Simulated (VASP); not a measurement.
# MgS (Cc) in VASP: relaxation of the atoms with PBEsol

Aim: the relaxation of the atoms of MgS with PBEsol.

Program: VASP 6.6.1. These are calculated values, not measurements. Logs are shortened: lines on timing, memory, paths and dates and some standing lists are left out, and cuts for length are marked.

## (1) The cell of the first run

The structure is monoclinic, space group Cc (No. 9). The conventional cell has a = 4.029 Å, b = 6.978 Å, c = 6.441 Å, α = 90.00°, β = 95.14°, γ = 90.00°. Within 3.2 Å of Mg (site symmetry 1) lie 4 S at 2.42 to 2.47 Å. Within 3.2 Å of S (site symmetry 1) lie 4 Mg at 2.42 to 2.47 Å.

## (2) Relaxation of the atoms, PBEsol (shear of c along a, cell held: +9.0 %)

Contents of INCAR:

```
SYSTEM = MgS
PREC = Accurate ; ENCUT = 520
EDIFF = 1E-6 ; ISMEAR = 0
SIGMA = 0.02 ; LREAL = .FALSE.
LASPH = .TRUE. ; NELM = 80
ALGO = Normal ; ISIF = 2
LWAVE = .FALSE. ; LCHARG = .FALSE.
GGA = PS ; IBRION = 2
NSW = 60 ; EDIFFG = -0.008
```

Contents of KPOINTS:

```
regular mesh
0
G
  9 9 4
  0 0 0
```

Contents of POSCAR:

```
MgS
1.0
    4.0287906923      0.0000000000      0.0000000000
   -2.0143953462      3.4890350861      0.0000000000
    0.5773672985      0.0000000000      6.4151922057
Mg S
2 2
Direct
    0.6624272062      0.3340942303      0.4967191780
    0.3283329759      0.6659057697      0.9967191780
    0.3385674065      0.6678949950      0.3782798220
    0.6706724116      0.3321050050      0.8782798220
```

Potentials or basis: VASP PAW PBE potentials, release 64 (Mg, S).

On the command line:

```sh
$ cat potpaw_PBE.64/Mg/POTCAR potpaw_PBE.64/S/POTCAR > POTCAR
$ mpirun -np 1 vasp_std > vasp.out
```

OUTCAR:

```text
SYSTEM = MgS
   PREC = Accurate
   ENCUT = 520
   EDIFF = 1E-6
   ISMEAR = 0
   LREAL = .FALSE.
   LASPH = .TRUE.
   NELM = 80
   ISIF = 2
   GGA = PS
   IBRION = 2
   NSW = 60
   EDIFFG = -0.008

 ion  position               nearest neighbor table
   1  0.662  0.334  0.497-   3 2.42   3 2.45   4 2.46   3 2.47
   2  0.328  0.666  0.997-   4 2.42   4 2.45   3 2.46   4 2.47
   3  0.339  0.668  0.378-   1 2.42   1 2.45   2 2.46   1 2.47
   4  0.671  0.332  0.878-   2 2.42   2 2.45   1 2.46   2 2.47

  LATTYP: Found a base centered monoclinic cell.
 ALAT       =     4.0287906923
 B/A-ratio  =     1.7320508076
 C/A-ratio  =     1.5987728888
 COS(beta)  =    -0.0896376995

  Lattice vectors:

 A1 = (  -2.0143953462,   3.4890350861,   0.0000000000)
 A2 = (  -2.0143953461,  -3.4890350861,   0.0000000000)
 A3 = (   0.5773672985,   0.0000000000,   6.4151922057)

Analysis of symmetry for initial positions (statically):
=====================================================================
 Subroutine PRICEL returns:
 Original cell was already a primitive cell.

 Routine SETGRP: Setting up the symmetry group for a
 base centered monoclinic supercell.

 Subroutine GETGRP returns: Found  2 space group operations
 (whereof  1 operations were pure point group operations)
 out of a pool of  4 trial point group operations.

The static configuration has the point symmetry C_1 .
 The point group associated with its full space group is C_1h.

Analysis of symmetry for dynamics (positions and initial velocities):
=====================================================================
 Subroutine PRICEL returns:
 Original cell was already a primitive cell.

 Routine SETGRP: Setting up the symmetry group for a
 base centered monoclinic supercell.

 Subroutine GETGRP returns: Found  2 space group operations
 (whereof  1 operations were pure point group operations)
 out of a pool of  4 trial point group operations.

The dynamic configuration has the point symmetry C_1 .
 The point group associated with its full space group is C_1h.

 Subroutine INISYM returns: Found  2 space group operations
 (whereof  1 operations are pure point group operations),
 and found     1 'primitive' translations

----------------------------------------------------------------------------------------

                                     Primitive cell

  volume of cell :      90.1757

  direct lattice vectors                    reciprocal lattice vectors
[... 113 lines left out ...]
  Fermi-wavevector in a.u.,A,eV,Ry     =   0.919923  1.738403 11.514049  0.846259
  Thomas-Fermi vector in A             =   2.045171
   LORBIT       =      0    0 simple, 1 ext, 2 COOP (PROOUT), +10 PAW based schemes
   GGA     = PS    functional components
   LHFCALC =     F    Hartree Fock is set to
   AEXX    =    0.0000 exact exchange contribution
   IVDW    =     0    specifies the selected vdW correction
   LEPSILON=     F    determine dielectric tensor
   LRPA    =     F    only Hartree local field effects (RPA)
 conjugate gradient relaxation of ions
 non-spin polarized calculation
 Gauss-broadening in eV      SIGMA  =   0.02
  energy-cutoff  :      520.00
  volume of cell :       90.18
 maximum number of plane-waves:      2452
 NGX is ok and might be reduce to    30
   NGX = 15   NGY = 15   NGZ = 23

--------------------------------------- Ionic step        1  -------------------------------------------

 number of electron      16.0000001 magnetization

 Free energy of the ion-electron system (eV)
  ---------------------------------------------------
  ext. energy  EPLUGINS =         0.00000000
  ---------------------------------------------------
  free energy    TOTEN  =       -17.83057492 eV

  energy without entropy =      -17.83057492  energy(sigma->0) =      -17.83057492

------------------------ aborting loop because EDIFF is reached ----------------------------------------

  FORCE on cell =-STRESS in cart. coord.  units (eV):
  Direction    XX          YY          ZZ          XY          YZ          ZX
  --------------------------------------------------------------------------------------
  -------------------------------------------------------------------------------------
  Total       -0.2443157     -0.0874995     -0.0317115      0.0000000      0.0000000     -1.0218726
  in kB       -4.3408249     -1.5546272     -0.5634264      0.0000000      0.0000000    -18.1558933
  external PRESSURE =      -2.1529595 kB  Pullay stress =       0.0000000 kB
[... 177 lines left out ...]
--------------------------------------- Ionic step        6  -------------------------------------------

 number of electron      15.9999999 magnetization

 Free energy of the ion-electron system (eV)
  ---------------------------------------------------
  ext. energy  EPLUGINS =         0.00000000
  ---------------------------------------------------
  free energy    TOTEN  =       -17.83274900 eV

  energy without entropy =      -17.83274900  energy(sigma->0) =      -17.83274900

 E-fermi :   1.4107     XC(G=0):  -8.5966

 val. band max:        1.3052408590   @ k =   0.0000   0.0000   0.0000
 cond. band min:       4.4234129754   @ k =   0.0000   0.0000   0.0000
 fundamental gap:      3.1181721164
 Fermi energy:         1.4107398471

 k-point     1 :       0.0000    0.0000    0.0000
  band No.  band energies     occupation
      1     -10.2483      2.00000
      2      -9.4871      2.00000
      3      -2.1253      2.00000
      4       0.6031      2.00000
      5       0.6182      2.00000
      6       0.9052      2.00000
      7       1.0280      2.00000
      8       1.3052      2.00000
      9       4.4234      0.00000
     10       5.7627      0.00000
     11       8.5562      0.00000
     12       8.6050      0.00000
[... 331 lines left out ...]
 k-point    24 :       0.0000    0.4444    0.0000
  band No.  band energies     occupation
      1      -9.5956      2.00000
      2      -9.3022      2.00000
      3      -1.8317      2.00000
      4      -1.2668      2.00000
      5      -0.8391      2.00000
      6      -0.0418      2.00000
      7       0.2045      2.00000
      8       0.7931      2.00000
      9       5.8190      0.00000
     10       6.2295      0.00000
     11       6.7687      0.00000
     12       8.8147      0.00000

 [... further k-points ...]

------------------------ aborting loop because EDIFF is reached ----------------------------------------

  FORCE on cell =-STRESS in cart. coord.  units (eV):
  Direction    XX          YY          ZZ          XY          YZ          ZX
  --------------------------------------------------------------------------------------
  -------------------------------------------------------------------------------------
  Total       -0.3538461     -0.1113046      0.0220509      0.0000000      0.0000000     -0.8737678
  in kB       -6.2868822     -1.9775804      0.3917843      0.0000000      0.0000000    -15.5244747
  external PRESSURE =      -2.6242261 kB  Pullay stress =       0.0000000 kB
[... 19 lines left out ...]
  FREE ENERGIE OF THE ION-ELECTRON SYSTEM (eV)
  ---------------------------------------------------
  free  energy   TOTEN  =       -17.8327490025 eV

  energy  without entropy=      -17.8327490025  energy(sigma->0) =      -17.83274900

 reached required accuracy - stopping structural energy minimisation
```

OSZICAR:

```text
N       E                     dE             d eps       ncg     rms          rms(c)
DAV:   1     0.673764675601E+02    0.67376E+02   -0.60673E+03  2280   0.107E+03
DAV:   2    -0.127798344279E+02   -0.80156E+02   -0.74785E+02  3544   0.165E+02
DAV:   3    -0.187053882545E+02   -0.59256E+01   -0.59030E+01  2940   0.512E+01
[... 33 lines left out ...]
DAV:   2    -0.178327353360E+02   -0.30574E-06   -0.33033E-06  2704   0.147E-02
   5 F= -.17832735E+02 E0= -.17832735E+02  d E =-.216041E-02
       N       E                     dE             d eps       ncg     rms          rms(c)
DAV:   1    -0.178327468682E+02   -0.11838E-04   -0.44192E-04  2288   0.135E-01    0.124E-02
DAV:   2    -0.178327491427E+02   -0.22746E-05   -0.24256E-05  2800   0.391E-02    0.521E-03
DAV:   3    -0.178327490025E+02    0.14029E-06   -0.26805E-07  1408   0.522E-03
   6 F= -.17832749E+02 E0= -.17832749E+02  d E =-.136665E-04
```

It took 3.6 min on 1 thread of Oxide Virtual Turin-like, shared host; peak memory 0.24 GiB.

Results:

```
Free energy                  : -17.8327 eV
Energy gained by relaxing    : 0.5 meV/atom
Ionic steps                  : 6
Pressure after relaxing      : -0.3 GPa
Largest force after relaxing : 0.006 eV/Å
Band gap on the k mesh       : 3.12 eV
```

Forces on the atoms (eV/Å):
```
Mg   0.002  0.005  0.002
Mg   0.002 -0.005  0.002
S   -0.002  0.000 -0.002
S   -0.002  0.000 -0.002
```

The path:
```
step  energy change (eV)  largest force (eV/Å)  pressure (GPa)
   1              0.0000                0.1114           -0.22
   2             -0.0017                0.0497           -0.24
   3             -0.0022                0.0110           -0.26
   4             -0.0022                0.0104           -0.26
   5             -0.0022                0.0109           -0.26
   6             -0.0022                0.0060           -0.26
```

Final structure:
```
Mg S
1.0
     4.02879    0.00000    0.00000
    -2.01440    3.48904    0.00000
     0.57737    0.00000    6.41519
Mg S
2 2
Direct
  0.65989 0.33384 0.49721
  0.32605 0.66616 0.99721
  0.34123 0.66841 0.37779
  0.67282 0.33159 0.87779
```

Levels at points of the mesh, in eV from the valence-band top:
```csv
k point,band 6,band 7,band 8,band 9,band 10,band 11
"(0.00, 0.00, 0.00)",-0.40,-0.28,0.00,3.12,4.46,7.25
"(0.00, 0.00, 0.50)",-0.57,-0.42,-0.42,4.62,4.62,7.23
```

Caveat: the cell differs from its parent crystal (shear of c along a, cell held: +9.0 %); the PAW data sets were made with another functional, which shifts forces and pressure a little.
